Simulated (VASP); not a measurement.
KCl, 2 atoms in the cell. The structure is trigonal, space group R-3m (No. 166). The conventional cell has a = 4.447 Å, b = 4.447 Å, c = 11.330 Å, α = 90.00°, β = 90.00°, γ = 120.00°. K (site symmetry -3m) has 6 Cl at 3.19 Å within 4.2 Å. Within 4.2 Å of Cl (site symmetry -3m) lie 6 K at 3.19 Å.  This cell differs from its parent crystal: strain along [111] +4.0%.

* Program: VASP 6.6.1
* Task: single point
* Functional: PBE
* Potentials or basis: VASP PAW PBE potentials, release 64 (K_sv, Cl)
* Cutoff: 520 eV
* k mesh: 4 × 4 × 4
* Occupations: gaussian, width 0.01 eV
* Spin: no spin polarisation
* Dipole correction: no
* Further INCAR settings: ALGO = Normal; EDIFF = 1e-06; NBANDS = 15

Potentials or basis: VASP PAW PBE potentials, release 64 (K_sv, Cl).

The run is started by

```bash
$ cat potpaw_PBE.64/K_sv/POTCAR potpaw_PBE.64/Cl/POTCAR > POTCAR
$ mpirun -np 1 vasp_std > vasp.out
```

Hardware: 1 thread of AMD EPYC 7R13 (shared host).

Question: How long does it take, and how much memory?

Answer: Wall time 28 s on 1 thread of AMD EPYC 7R13 (shared host), peak memory 0.17 GiB. Counts: scf iterations 13, k points 13.
